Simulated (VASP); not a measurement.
# W (I4/mmm) in VASP: further runs

W is run at these levels: r2SCAN; tasks: single point.

Everything below comes from runs of VASP 6.6.1. Logs are shortened: lines on timing, memory, paths and dates and some standing lists are left out, and cuts for length are marked.

**1. The cell of the first run**

It takes space group I4/mmm (No. 139, tetragonal). Conventional cell: a = 2.910 Å, b = 2.910 Å, c = 3.951 Å, α = 90.00°, β = 90.00°, γ = 90.00°. Within 4.2 Å of W (site symmetry 4/mmm) lie 18 W at 2.85 to 4.12 Å.

**2. Single point, r2SCAN**

Contents of POSCAR:

```
W
1.0
    0.0000000000      2.0578116752      1.9754992082
    2.0578116752      0.0000000000      1.9754992082
    2.0578116752      2.0578116752      0.0000000000
W
1
Direct
    0.0000000000      0.0000000000      0.0000000000
```

Contents of INCAR.step1:

```
  PREC = Accurate
  ENCUT = 520
  ISMEAR = 0
  SIGMA = 0.15
  LREAL = F
  LASPH = T
  NELM = 60
  NBANDS = 13
  GGA = PE
  ALGO = Normal
  EDIFF = 1E-4
  LWAVE = T
  LCHARG = F
```

Contents of INCAR.step2:

```
  PREC = Accurate
  ENCUT = 520
  EDIFF = 1E-6
  ISMEAR = 0
  SIGMA = 0.15
  LREAL = F
  LASPH = T
  NELM = 60
  ALGO = Normal
  ISIF = 2
  LWAVE = F
  LCHARG = F
  METAGGA = R2SCAN
  LMIXTAU = T
  NBANDS = 13
  ISTART = 1
```

Contents of KPOINTS:

```
regular mesh
0
Gamma
  22 22 22
```

Potentials or basis: VASP PAW PBE potentials, release 64 (W_sv).

Run with:

```sh
> cat potpaw_PBE.64/W_sv/POTCAR > POTCAR
> cp INCAR.step1 INCAR
> mpirun -np 1 vasp_std > vasp.out
> cp INCAR.step2 INCAR
> mpirun -np 1 vasp_std > vasp.out
```

OUTCAR:

```text
PREC = Accurate
   ENCUT = 520
   EDIFF = 1E-6
   ISMEAR = 0
   LREAL = F
   LASPH = T
   NELM = 60
   ISIF = 2
   METAGGA = R2SCAN
   ISTART = 1

 ion  position               nearest neighbor table
   1  0.000  0.000  0.000-

  LATTYP: Found a body centered tetragonal cell.
 ALAT       =     2.9101851799
 C/A-ratio  =     1.3576450199

  Lattice vectors:

 A1 = (   0.0000000000,  -2.0578116752,  -1.9754992082)
 A2 = (   0.0000000000,   2.0578116752,  -1.9754992082)
 A3 = (   2.0578116752,   0.0000000000,   1.9754992082)

Analysis of symmetry for initial positions (statically):
=====================================================================
 Subroutine PRICEL returns:
 Original cell was already a primitive cell.

 Routine SETGRP: Setting up the symmetry group for a
 body centered tetragonal supercell.

 Subroutine GETGRP returns: Found 16 space group operations
 (whereof 16 operations were pure point group operations)
 out of a pool of 16 trial point group operations.

The static configuration has the point symmetry D_4h.

Analysis of symmetry for dynamics (positions and initial velocities):
=====================================================================
 Subroutine PRICEL returns:
 Original cell was already a primitive cell.

 Routine SETGRP: Setting up the symmetry group for a
 body centered tetragonal supercell.

 Subroutine GETGRP returns: Found 16 space group operations
 (whereof 16 operations were pure point group operations)
 out of a pool of 16 trial point group operations.

The dynamic configuration has the point symmetry D_4h.

 Subroutine INISYM returns: Found 16 space group operations
 (whereof 16 operations are pure point group operations),
 and found     1 'primitive' translations

----------------------------------------------------------------------------------------

                                     Primitive cell

  volume of cell :      16.7309

  direct lattice vectors                    reciprocal lattice vectors
     0.000000000  2.057811675  1.975499208    -0.242976559  0.242976559  0.253100582
     2.057811675  0.000000000  1.975499208     0.242976559 -0.242976559  0.253100582
     2.057811675  2.057811675  0.000000000     0.242976559  0.242976559 -0.253100582

  length of vectors
     2.852575330  2.852575330  2.910185180     0.426772915  0.426772915  0.426772915

[... 77 lines left out ...]
   NELM   =     60;   NELMIN=  2; NELMDL=  0     # of ELM steps
   EDIFF  = 0.1E-05   stopping-criterion for ELM
   LREAL  =      F    real-space projection
[... 7 lines left out ...]
   TEBEG  =    0.0;   TEEND  =   0.0 temperature during run
   PSTRESS=    0.0 pullay stress
   NELECT =      14.0000    total number of electrons
   NUPDOWN=      -1.0000    fix difference up-down
   EMIN   =  10.00;   EMAX   =-10.00  energy-range for DOS
   EFERMI =   0.00;   METHOD = LEGACY
   ISMEAR =     0;   SIGMA  =   0.15  broadening in eV -4-tet -1-fermi 0-gaus
   EFERMI_NEDOS =   21; number of points for ismear=-14 and -15
   IALGO  =     38    algorithm
   IMIX   =      4    mixing-type and parameters
     AMIX     =   0.40;   BMIX     =  1.00
     AMIX_MAG =   1.60;   BMIX_MAG =  1.00
  volume/ion in A,a.u.               =      16.73       112.91
  Fermi-wavevector in a.u.,A,eV,Ry     =   1.542688  2.915258 32.380324  2.379887
  Thomas-Fermi vector in A             =   2.648457
   LORBIT       =      0    0 simple, 1 ext, 2 COOP (PROOUT), +10 PAW based schemes
   METAGGA = R2SCAN    functional components
   LHFCALC =     F    Hartree Fock is set to
   AEXX    =    0.0000 exact exchange contribution
   IVDW    =     0    specifies the selected vdW correction
   LEPSILON=     F    determine dielectric tensor
   LRPA    =     F    only Hartree local field effects (RPA)
 non-spin polarized calculation
 Gauss-broadening in eV      SIGMA  =   0.15
  energy-cutoff  :      520.00
  volume of cell :       16.73
 maximum number of plane-waves:       471
 NGX is ok and might be reduce to    24

 number of electron      14.0000002 magnetization

 Free energy of the ion-electron system (eV)
  ---------------------------------------------------
  ext. energy  EPLUGINS =         0.00000000
  ---------------------------------------------------
  free energy    TOTEN  =       -50.81522111 eV

  energy without entropy =      -50.80272997  energy(sigma->0) =      -50.80897554

 E-fermi :  10.1465     XC(G=0): -14.6073

 val. band max:       10.1463396674   @ k =  -0.1364   0.1364   0.0455
 cond. band min:      10.1469908975   @ k =   0.1364   0.0455   0.0909
 fundamental gap:      0.0006512302
 Fermi energy:        10.1465053906

 k-point     1 :       0.0000    0.0000    0.0000
  band No.  band energies     occupation
      1     -65.5838      2.00000
      2     -28.5535      2.00000
      3     -28.5535      2.00000
      4     -28.5219      2.00000
      5       0.6993      2.00000
      6       9.3227      2.00000
      7       9.3227      2.00000
      8       9.9363      1.95248
      9      12.3719      0.00000
     10      13.2137      0.00000
     11      23.4460      0.00000
     12      28.5099      0.00000
     13      28.5099      0.00000
[... 354 lines left out ...]
  band No.  band energies     occupation
      1     -65.4733      2.00000
      2     -29.6706      2.00000
      3     -28.7390      2.00000
      4     -28.6727      2.00000
      5       4.3646      2.00000
      6       9.1062      2.00000
      7       9.5272      2.00000
      8      10.3540      0.05040
      9      15.1629      0.00000
     10      15.2348      0.00000
     11      20.6722      0.00000
     12      23.3375      0.00000
     13      29.5268      0.00000

 [... further k-points ...]

------------------------ aborting loop because EDIFF is reached ----------------------------------------

  FORCE on cell =-STRESS in cart. coord.  units (eV):
  Direction    XX          YY          ZZ          XY          YZ          ZX
  --------------------------------------------------------------------------------------
  -------------------------------------------------------------------------------------
  Total       -0.2765074     -0.2765074     -1.9467565      0.0000000     -0.0000000      0.0000000
  in kB      -26.4788561    -26.4788561   -186.4249833      0.0000000     -0.0000000      0.0000000
  external PRESSURE =     -79.7942318 kB  Pullay stress =       0.0000000 kB

 VOLUME and BASIS-vectors are now :
 -----------------------------------------------------------------------------
  energy-cutoff  :      520.00
  volume of cell :       16.73
      direct lattice vectors                 reciprocal lattice vectors
     0.000000000  2.057811675  1.975499208    -0.242976559  0.242976559  0.253100582
     2.057811675  0.000000000  1.975499208     0.242976559 -0.242976559  0.253100582
     2.057811675  2.057811675  0.000000000     0.242976559  0.242976559 -0.253100582

 POSITION                                       TOTAL-FORCE (eV/Angst)
 -----------------------------------------------------------------------------------
      0.00000      0.00000      0.00000         0.000000      0.000000      0.000000
 -----------------------------------------------------------------------------------
    total drift:                               -0.000000      0.000000     -0.000000

  FREE ENERGIE OF THE ION-ELECTRON SYSTEM (eV)
  ---------------------------------------------------
  free  energy   TOTEN  =       -50.8152211081 eV

  energy  without entropy=      -50.8027299665  energy(sigma->0) =      -50.80897554
```

OUTCAR.step1:

```text
PREC = Accurate
   ENCUT = 520
   ISMEAR = 0
   LREAL = F
   LASPH = T
[... 601 lines left out ...]

 POSITION                                       TOTAL-FORCE (eV/Angst)
 -----------------------------------------------------------------------------------
      0.00000      0.00000      0.00000        -0.000000      0.000000      0.000000
 -----------------------------------------------------------------------------------
    total drift:                                0.000000      0.000000     -0.000000

  FREE ENERGIE OF THE ION-ELECTRON SYSTEM (eV)
  ---------------------------------------------------
  free  energy   TOTEN  =       -12.4933286864 eV

  energy  without entropy=      -12.4796848674  energy(sigma->0) =      -12.48650678
```

It took 5.3 min on 1 thread of Intel Xeon Platinum 8488C (Sapphire Rapids), shared host; peak memory 0.29 GiB.

What came out:

| Item | Value |
| --- | --- |
| Free energy | -50.8152 eV |
| Pressure | -8.0 GPa |
| Band gap on the k mesh | zero (bands 7 and 8 overlap by 3.94 eV) |

Levels at points of the mesh, in eV from the Fermi level:
| k point | band 5 | band 6 | band 7 | band 8 | band 9 | band 10 |
| --- | --- | --- | --- | --- | --- | --- |
| (0.00, 0.00, 0.00) | -9.45 | -0.82 | -0.82 | -0.21 | 2.23 | 3.07 |
| (0.50, 0.00, 0.00) | -5.86 | -1.13 | -0.42 | 0.33 | 4.89 | 5.22 |
| (0.50, 0.00, 0.50) | -5.68 | -4.70 | 2.55 | 5.10 | 5.44 | 5.97 |

Caveat: the stress differs along the axes, from -19 to -3 GPa; the PAW data sets were made with another functional, which shifts forces and pressure a little; spin-orbit coupling is left out, which moves the levels of the heavy elements.

**3. Single point, r2SCAN**

Contents of POSCAR:

```
W
1.0
    0.0000000000      1.9972523380      2.0971149549
    1.9972523380      0.0000000000      2.0971149549
    1.9972523380      1.9972523380      0.0000000000
W
1
Direct
    0.0000000000      0.0000000000      0.0000000000
```

Contents of INCAR.step1:

```
PREC = Accurate
ENCUT = 520
ISMEAR = 0
SIGMA = 0.15
LREAL = F
LASPH = T
NELM = 60
NBANDS = 13
GGA = PE
ALGO = Normal
EDIFF = 1E-4
LWAVE = T
LCHARG = F
```

Contents of INCAR.step2:

```
PREC = Accurate
ENCUT = 520
EDIFF = 1E-7
ISMEAR = 0
SIGMA = 0.15
LREAL = F
LASPH = T
NELM = 60
ALGO = Normal
ISIF = 2
LWAVE = F
LCHARG = F
METAGGA = R2SCAN
LMIXTAU = T
NBANDS = 13
ISTART = 1
```

Contents of KPOINTS:

```
Automatic mesh
0
Gamma
  22 22 22
```

Potentials or basis: VASP PAW PBE potentials, release 64 (W_sv).

Run with:

```sh
> cat potpaw_PBE.64/W_sv/POTCAR > POTCAR
> cp INCAR.step1 INCAR
> mpirun -np 1 vasp_std > vasp.out
> cp INCAR.step2 INCAR
> mpirun -np 1 vasp_std > vasp.out
```

OUTCAR:

```text
PREC = Accurate
   ENCUT = 520
   EDIFF = 1E-7
   ISMEAR = 0
   LREAL = F
   LASPH = T
   NELM = 60
   ISIF = 2
   METAGGA = R2SCAN
   ISTART = 1

 ion  position               nearest neighbor table
   1  0.000  0.000  0.000-

  LATTYP: Found a body centered tetragonal cell.
 ALAT       =     2.8245413439
 C/A-ratio  =     1.4849242405

  Lattice vectors:

 A1 = (  -1.9972523380,   0.0000000000,   2.0971149549)
 A2 = (   1.9972523380,   0.0000000000,   2.0971149549)
 A3 = (   0.0000000000,   1.9972523380,  -2.0971149549)

Analysis of symmetry for initial positions (statically):
=====================================================================
 Subroutine PRICEL returns:
 Original cell was already a primitive cell.

 Routine SETGRP: Setting up the symmetry group for a
 body centered tetragonal supercell.

 Subroutine GETGRP returns: Found 16 space group operations
 (whereof 16 operations were pure point group operations)
 out of a pool of 16 trial point group operations.

The static configuration has the point symmetry D_4h.

[... 167 lines left out ...]
  band No.  band energies     occupation
      1     -65.5856      2.00000
      2     -28.5766      2.00000
      3     -28.5276      2.00000
      4     -28.5276      2.00000
      5       0.7000      2.00000
      6       9.0230      2.00000
      7       9.7866      1.99959
      8       9.7866      1.99959
      9      12.2492      0.00000
     10      13.3259      0.00000
     11      23.4570      0.00000
     12      27.9000      0.00000
     13      29.5782      0.00000
[... 354 lines left out ...]
  band No.  band energies     occupation
      1     -65.4748      2.00000
      2     -29.6768      2.00000
      3     -28.7684      2.00000
      4     -28.6416      2.00000
      5       4.3649      2.00000
      6       8.9018      2.00000
      7       9.8496      1.99674
      8      10.2645      0.33178
      9      14.8752      0.00000
     10      15.5728      0.00000
     11      20.6441      0.00000
     12      23.2951      0.00000
     13      29.1294      0.00000

 [... further k-points ...]

------------------------ aborting loop because EDIFF is reached ----------------------------------------

  FORCE on cell =-STRESS in cart. coord.  units (eV):
  Direction    XX          YY          ZZ          XY          YZ          ZX
  --------------------------------------------------------------------------------------
  -------------------------------------------------------------------------------------
  Total       -1.3367803     -1.3367803      0.1840998      0.0000000      0.0000000      0.0000000
  in kB     -128.0125337   -128.0125337     17.6297315      0.0000000      0.0000000      0.0000000
  external PRESSURE =     -79.4651120 kB  Pullay stress =       0.0000000 kB

 VOLUME and BASIS-vectors are now :
 -----------------------------------------------------------------------------
  energy-cutoff  :      520.00
  volume of cell :       16.73
      direct lattice vectors                 reciprocal lattice vectors
     0.000000000  1.997252338  2.097114955    -0.250343930  0.250343930  0.238422791
     1.997252338  0.000000000  2.097114955     0.250343930 -0.250343930  0.238422791
     1.997252338  1.997252338  0.000000000     0.250343930  0.250343930 -0.238422791

 POSITION                                       TOTAL-FORCE (eV/Angst)
 -----------------------------------------------------------------------------------
      0.00000      0.00000      0.00000         0.000000      0.000000     -0.000000
 -----------------------------------------------------------------------------------
    total drift:                               -0.000000      0.000000      0.000000

  FREE ENERGIE OF THE ION-ELECTRON SYSTEM (eV)
  ---------------------------------------------------
  free  energy   TOTEN  =       -50.8200205043 eV

  energy  without entropy=      -50.8079667644  energy(sigma->0) =      -50.81399363
```

OUTCAR.step1:

```text
PREC = Accurate
   ENCUT = 520
   ISMEAR = 0
   LREAL = F
   LASPH = T
[... 601 lines left out ...]

 POSITION                                       TOTAL-FORCE (eV/Angst)
 -----------------------------------------------------------------------------------
      0.00000      0.00000      0.00000         0.000000      0.000000      0.000000
 -----------------------------------------------------------------------------------
    total drift:                               -0.000000      0.000000      0.000000

  FREE ENERGIE OF THE ION-ELECTRON SYSTEM (eV)
  ---------------------------------------------------
  free  energy   TOTEN  =       -12.4968797102 eV

  energy  without entropy=      -12.4838275777  energy(sigma->0) =      -12.49035364
```

Run time: 5.8 min. Hardware: 1 thread of Intel Xeon Platinum 8488C (Sapphire Rapids), shared host; peak memory 0.29 GiB.

Results:

```yaml
Free_energy: -50.8200 eV
Pressure: -7.9 GPa
Band_gap_on_the_k_mesh: zero (bands 7 and 8 overlap by 3.58 eV)
```

Levels at points of the mesh, in eV from the Fermi level:
```
           k point  band 5  band 6  band 7  band 8  band 9  band 10
(0.00, 0.00, 0.00)   -9.46   -1.14   -0.37   -0.37    2.09     3.16
(0.50, 0.00, 0.00)   -5.87   -1.19   -0.38    0.32    4.87     5.20
(0.50, 0.50, 0.00)   -5.73   -4.71    2.16    5.19    5.68     5.68
(0.50, 0.00, 0.50)   -5.63   -4.74    3.16    4.98    5.33     6.06
```

Caveat: the stress differs along the axes, from -13 to 2 GPa; the PAW data sets were made with another functional, which shifts forces and pressure a little; spin-orbit coupling is left out, which moves the levels of the heavy elements.
